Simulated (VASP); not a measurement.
# BN (P6_3/mmc) in VASP: notebook

BN is run at these levels: LDA; tasks: single point.

Program: VASP 6.6.1. These are calculated values, not measurements. Logs are shortened: lines on timing, memory, paths and dates and some standing lists are left out, and cuts for length are marked.

## 1. The cell of the first run

Symmetry: P6_3/mmc, No. 194, hexagonal system. Conventional cell: a = 2.498 Å, b = 2.498 Å, c = 6.636 Å, α = 90.00°, β = 90.00°, γ = 120.00°. B (site symmetry -6m2) has 3 N at 1.44 Å within 1.9 Å. Within 1.9 Å of N (site symmetry -6m2) lie 3 B at 1.44 Å.

## 2. Single point, LDA

Input file INCAR:

```
ALGO = Normal ; EDIFF = 1E-7
ENCUT = 520 ; GGA = CA
ISIF = 2 ; ISMEAR = 0
LASPH = T ; LCHARG = F
LREAL = F ; LWAVE = F
NBANDS = 16 ; NELM = 100
PREC = Accurate ; SIGMA = 0.1
```

Input file KPOINTS:

```
k-points
0
Gamma
  9 9 4
```

Input file POSCAR:

```
BN
1.0
    2.4982400000      0.0000000000      0.0000000000
   -1.2491200000      2.1635393048      0.0000000000
    0.0000000000      0.0000000000      6.6357000000
B N
2 2
Direct
    0.3333333333      0.6666666667      0.2500000000
    0.6666666667      0.3333333333      0.7500000000
    0.3333333333      0.6666666667      0.7500000000
    0.6666666667      0.3333333333      0.2500000000
```

Potentials or basis: VASP PAW LDA potentials, release 64 (B, N).

Started as:

```sh
> cat potpaw_LDA.64/B/POTCAR potpaw_LDA.64/N/POTCAR > POTCAR
> mpirun -np 1 vasp_std > vasp.out
```

OUTCAR:

```text
EDIFF = 1E-7
   ENCUT = 520
   GGA = CA
   ISIF = 2
   ISMEAR = 0
   LASPH = T
   LREAL = F
   NELM = 100
   PREC = Accurate

 ion  position               nearest neighbor table
   1  0.333  0.667  0.250-   4 1.44   4 1.44   4 1.44
   2  0.667  0.333  0.750-   3 1.44   3 1.44   3 1.44
   3  0.333  0.667  0.750-   2 1.44   2 1.44   2 1.44
   4  0.667  0.333  0.250-   1 1.44   1 1.44   1 1.44

  LATTYP: Found a hexagonal cell.
 ALAT       =     2.4982400000
 C/A-ratio  =     2.6561499296

  Lattice vectors:

 A1 = (   2.4982400000,   0.0000000000,   0.0000000000)
 A2 = (  -1.2491200000,   2.1635393048,   0.0000000000)
 A3 = (   0.0000000000,   0.0000000000,   6.6357000000)

Analysis of symmetry for initial positions (statically):
=====================================================================
 Subroutine PRICEL returns:
 Original cell was already a primitive cell.

 Routine SETGRP: Setting up the symmetry group for a
 hexagonal supercell.

 Subroutine GETGRP returns: Found 24 space group operations
 (whereof 12 operations were pure point group operations)
 out of a pool of 24 trial point group operations.

The static configuration has the point symmetry D_3d.
 The point group associated with its full space group is D_6h.

Analysis of symmetry for dynamics (positions and initial velocities):
=====================================================================
 Subroutine PRICEL returns:
 Original cell was already a primitive cell.

 Routine SETGRP: Setting up the symmetry group for a
 hexagonal supercell.

 Subroutine GETGRP returns: Found 24 space group operations
 (whereof 12 operations were pure point group operations)
 out of a pool of 24 trial point group operations.

The dynamic configuration has the point symmetry D_3d.
 The point group associated with its full space group is D_6h.

 Subroutine INISYM returns: Found 24 space group operations
 (whereof 12 operations are pure point group operations),
 and found     1 'primitive' translations

----------------------------------------------------------------------------------------

                                     Primitive cell

  volume of cell :      35.8662

  direct lattice vectors                    reciprocal lattice vectors
     2.498240000  0.000000000  0.000000000     0.400281798  0.231102804  0.000000000
    -1.249120000  2.163539305  0.000000000     0.000000000  0.462205608  0.000000000
     0.000000000  0.000000000  6.635700000     0.000000000  0.000000000  0.150700002

  length of vectors
     2.498240000  2.498240000  6.635700000     0.462205608  0.462205608  0.150700002

  position of ions in fractional coordinates (direct lattice)
     0.333333333  0.666666667  0.250000000
     0.666666667  0.333333333  0.750000000
     0.333333333  0.666666667  0.750000000
     0.666666667  0.333333333  0.250000000

  ion indices of the primitive-cell ions
   primitive index   ion index
                 1           1
                 2           2
                 3           3
                 4           4

----------------------------------------------------------------------------------------

 KPOINTS: k-points

Automatic generation of k-mesh.
 Grid dimensions read from file:
 generate k-points for:    9    9    4

 Generating k-lattice:

  Cartesian coordinates                     Fractional coordinates (reciprocal lattice)
     0.044475755  0.025678089  0.000000000     0.111111111 -0.000000000  0.000000000
     0.000000000  0.051356179  0.000000000     0.000000000  0.111111111  0.000000000
     0.000000000  0.000000000  0.037675000     0.000000000  0.000000000  0.250000000

  Length of vectors
     0.051356179  0.051356179  0.037675000

  Shift w.r.t. Gamma in fractional coordinates (k-lattice)
     0.000000000  0.000000000  0.000000000

 Subroutine IBZKPT returns following result:
 ===========================================

 Found     36 irreducible k-points:

 Following reciprocal coordinates:
            Coordinates               Weight
  0.000000  0.000000  0.000000      1.000000
  0.111111  0.000000  0.000000      6.000000
  0.222222  0.000000  0.000000      6.000000
  0.333333  0.000000  0.000000      6.000000
  0.444444  0.000000  0.000000      6.000000
  0.111111  0.111111  0.000000      6.000000
[... 16 lines left out ...]
  0.333333  0.222222  0.250000     24.000000
  0.333333  0.333333  0.250000      4.000000
 [... further k-points ...]
   k-points           NKPTS =     36   k-points in BZ     NKDIM =     36   number of bands    NBANDS=     16
   number of dos      NEDOS =    301   number of ions     NIONS =      4
   total plane-waves  NPLWV =  20000
   dimension x,y,z NGX =    20 NGY =   20 NGZ =   50
   dimension x,y,z NGXF=    40 NGYF=   40 NGZF=  100
   ions per type =               2   2
   NGX,Y,Z   is equivalent  to a cutoff of  13.31, 13.31, 12.53 a.u.
   NGXF,Y,Z  is equivalent  to a cutoff of  26.62, 26.62, 25.05 a.u.
 SYSTEM =  unknown system
   PREC   = accura    normal or accurate (medium, high low for compatibility)
   ISTART =      0    job   : 0-new  1-cont  2-samecut
   ICHARG =      2    charge: 1-file 2-atom 10-const
   ISPIN  =      1    spin polarized calculation?
   LNONCOLLINEAR =      F non collinear calculations
   LSORBIT =      F    spin-orbit coupling
   LASPH  =      T    aspherical Exc in radial PAW
   ENCUT  =  520.0 eV  38.22 Ry    6.18 a.u.   4.65  4.65 12.34*2*pi/ulx,y,z
   NELM   =    100;   NELMIN=  2; NELMDL= -5     # of ELM steps
   EDIFF  = 0.1E-06   stopping-criterion for ELM
   LREAL  =      F    real-space projection
   EDIFFG = 0.1E-05   stopping-criterion for IOM
   NSW    =      0    number of steps for IOM
   IBRION =     -1    ionic relax: 0-MD 1-quasi-New 2-CG
   NFREE  =      0    steps in history (QN), initial steepest desc. (CG)
   ISIF   =      2    stress and relaxation
   ISYM   =      2    0-nonsym 1-usesym 2-fastsym
   POTIM  = 0.5000    time-step for ionic-motion
   TEBEG  =    0.0;   TEEND  =   0.0 temperature during run
   PSTRESS=    0.0 pullay stress
   NELECT =      16.0000    total number of electrons
   NUPDOWN=      -1.0000    fix difference up-down
   EMIN   =  10.00;   EMAX   =-10.00  energy-range for DOS
   EFERMI =   0.00;   METHOD = LEGACY
   ISMEAR =     0;   SIGMA  =   0.10  broadening in eV -4-tet -1-fermi 0-gaus
   EFERMI_NEDOS =   21; number of points for ismear=-14 and -15
   IALGO  =     38    algorithm
   IMIX   =      4    mixing-type and parameters
     AMIX     =   0.40;   BMIX     =  1.00
     AMIX_MAG =   1.60;   BMIX_MAG =  1.00
  volume/ion in A,a.u.               =       8.97        60.51
  Fermi-wavevector in a.u.,A,eV,Ry     =   1.250891  2.363842 21.289433  1.564729
  Thomas-Fermi vector in A             =   2.384864
   LORBIT       =      0    0 simple, 1 ext, 2 COOP (PROOUT), +10 PAW based schemes
   GGA     = CA    functional components
   LHFCALC =     F    Hartree Fock is set to
   AEXX    =    0.0000 exact exchange contribution
   IVDW    =     0    specifies the selected vdW correction
   LEPSILON=     F    determine dielectric tensor
   LRPA    =     F    only Hartree local field effects (RPA)
 non-spin polarized calculation
 Gauss-broadening in eV      SIGMA  =   0.10
  energy-cutoff  :      520.00
  volume of cell :       35.87
 maximum number of plane-waves:       985
 NGX is ok and might be reduce to    20
   NGX =  9   NGY =  9   NGZ = 25

 number of electron      16.0000003 magnetization

 Free energy of the ion-electron system (eV)
  ---------------------------------------------------
  ext. energy  EPLUGINS =         0.00000000
  ---------------------------------------------------
  free energy    TOTEN  =       -38.57714728 eV

  energy without entropy =      -38.57714728  energy(sigma->0) =      -38.57714728

 E-fermi :   2.6454     XC(G=0): -10.5396

 val. band max:        2.1815721713   @ k =   0.3333   0.3333   0.5000
 cond. band min:       6.3966315522   @ k =   0.4444   0.1111   0.0000
 fundamental gap:      4.2150593808
 Fermi energy:         2.6453789807

 k-point     1 :       0.0000    0.0000    0.0000
  band No.  band energies     occupation
      1     -15.4490      2.00000
      2     -15.1328      2.00000
      3      -4.1865      2.00000
      4      -1.9673      2.00000
      5       0.8478      2.00000
      6       0.8478      2.00000
[... 8 lines left out ...]
     15      14.6284      0.00000
     16      15.1165      0.00000

 k-point     2 :       0.1111    0.0000    0.0000
  band No.  band energies     occupation
      1     -15.2065      2.00000
      2     -14.8991      2.00000
      3      -3.8512      2.00000
      4      -1.6674      2.00000
      5      -0.0964      2.00000
      6      -0.0632      2.00000
[... 8 lines left out ...]
     15      14.8279      0.00000
     16      15.3788      0.00000

 k-point     3 :       0.2222    0.0000    0.0000
  band No.  band energies     occupation
      1     -14.5028      2.00000
      2     -14.2231      2.00000
      3      -2.8677      2.00000
      4      -2.2771      2.00000
      5      -2.2222      2.00000
      6      -0.8023      2.00000
[... 8 lines left out ...]
     15      17.3019      0.00000
     16      17.3451      0.00000

 k-point     4 :       0.3333    0.0000    0.0000
  band No.  band energies     occupation
      1     -13.4420      2.00000
      2     -13.2155      2.00000
      3      -4.6828      2.00000
      4      -4.5978      2.00000
      5      -1.4289      2.00000
      6      -1.3663      2.00000
[... 8 lines left out ...]
     15      17.7493      0.00000
     16      20.6724      0.00000
[... 324 lines left out ...]
 k-point    22 :       0.2222    0.2222    0.2500
  band No.  band energies     occupation
      1     -12.8370      2.00000
      2     -12.6996      2.00000
      3      -4.8465      2.00000
      4      -4.8368      2.00000
      5      -3.0711      2.00000
      6      -3.0339      2.00000
[... 8 lines left out ...]
     15      16.5889      0.00000
     16      18.0024      0.00000

 k-point    23 :       0.3333    0.2222    0.2500
  band No.  band energies     occupation
      1     -11.9318      2.00000
      2     -11.8648      2.00000
      3      -5.9995      2.00000
      4      -5.9374      2.00000
      5      -3.9196      2.00000
      6      -3.8727      2.00000
[... 8 lines left out ...]
     15      17.6086      0.00000
     16      18.9487      0.00000

 k-point    24 :       0.3333    0.3333    0.2500
  band No.  band energies     occupation
      1     -11.5504      2.00000
      2     -11.5504      2.00000
      3      -5.8690      2.00000
      4      -5.7499      2.00000
      5      -4.8782      2.00000
      6      -4.8782      2.00000
[... 8 lines left out ...]
     15      19.1003      0.00000
     16      19.8101      0.00000

 [... further k-points ...]
[... 5 lines left out ...]
  --------------------------------------------------------------------------------------
  -------------------------------------------------------------------------------------
  Total       -0.7585274     -0.7585274     -0.1587702     -0.0000000      0.0000000      0.0000000
  in kB      -33.8841160    -33.8841160     -7.0924096     -0.0000000      0.0000000      0.0000000
  external PRESSURE =     -24.9535472 kB  Pullay stress =       0.0000000 kB

 VOLUME and BASIS-vectors are now :
 -----------------------------------------------------------------------------
  energy-cutoff  :      520.00
  volume of cell :       35.87
      direct lattice vectors                 reciprocal lattice vectors
     2.498240000  0.000000000  0.000000000     0.400281798  0.231102804  0.000000000
    -1.249120000  2.163539305  0.000000000     0.000000000  0.462205608  0.000000000
     0.000000000  0.000000000  6.635700000     0.000000000  0.000000000  0.150700002

 POSITION                                       TOTAL-FORCE (eV/Angst)
 -----------------------------------------------------------------------------------
     -0.00000      1.44236      1.65892         0.000000     -0.000000      0.000000
      1.24912      0.72118      4.97677        -0.000000      0.000000      0.000000
     -0.00000      1.44236      4.97677        -0.000000     -0.000000      0.000000
      1.24912      0.72118      1.65892         0.000000      0.000000      0.000000
 -----------------------------------------------------------------------------------
    total drift:                                0.000000     -0.000000      0.000000

  FREE ENERGIE OF THE ION-ELECTRON SYSTEM (eV)
  ---------------------------------------------------
  free  energy   TOTEN  =       -38.5771472806 eV

  energy  without entropy=      -38.5771472806  energy(sigma->0) =      -38.57714728
```

Run time: 18 s. Hardware: 1 thread of Intel Xeon Platinum 8488C (Sapphire Rapids), shared host; peak memory 0.14 GiB.

Results:

```yaml
Free_energy: -38.5771 eV
Pressure: -2.5 GPa
Band_gap_on_the_k_mesh: 4.21 eV, indirect (least direct gap 4.51 eV)
```

Stress tensor (GPa, compression positive):
```
-3.39  0.00  0.00
 0.00 -3.39  0.00
 0.00  0.00 -0.71
```

Levels at points of the mesh, in eV from the valence-band top:
```
           k point  band 4  band 5  band 6  band 7  band 8  band 9  band 10  band 11  band 12  band 13
(0.00, 0.00, 0.00)   -4.15   -1.33   -1.33   -1.30   -1.30    4.94    10.06    11.49    11.49    11.61
(0.00, 0.00, 0.50)   -5.39   -1.31   -1.31   -1.31   -1.31    7.37     7.37    11.55    11.55    11.55
```

(Continued in part 2 of 2.)
